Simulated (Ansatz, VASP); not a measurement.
## Pt: VASP beside Ansatz

```xyz
1
Lattice="-1.5050 1.5050 1.5050 1.5050 -1.5050 1.5050 1.5050 1.5050 -1.5050" Properties=species:S:1:pos:R:3 pbc="T T T"
Pt    0.0000    0.0000    0.0000
```

Change from the starting cell: strain -0.050 along x and y, -0.050 along z, atoms carried along.

Alike in both runs: task single point; functional PBEsol; k mesh 22 × 22 × 22; occupations gaussian, width 0.15 eV; no spin polarisation.

|  | VASP | Ansatz |
| --- | --- | --- |
| version | VASP 6.6.1 | Ansatz 0.2.0 |
| potentials or method | VASP PAW PBE potentials, release 64 (Pt), cutoff 520 eV | scalar-relativistic, plane waves, PAW |
| valence electrons in the cell | 10 | 18 |

|  | VASP | Ansatz | Ansatz less VASP |
| --- | --- | --- | --- |
| gap on the k mesh at the Fermi level (eV) | none | none | - |
| pressure (GPa) | 40.0 | 40.3 | +0.25 |

VASP's potentials were made for PBE, not for PBEsol. A gap of «none» marks a metal or a gap that the smearing closes. Both programs put the cell under a high pressure, so it lies far from rest at this level. VASP's potentials hold 10 valence electrons a cell and Ansatz's 18, so a difference there can come from the potentials and not from the codes.

Spin-orbit coupling is off throughout.
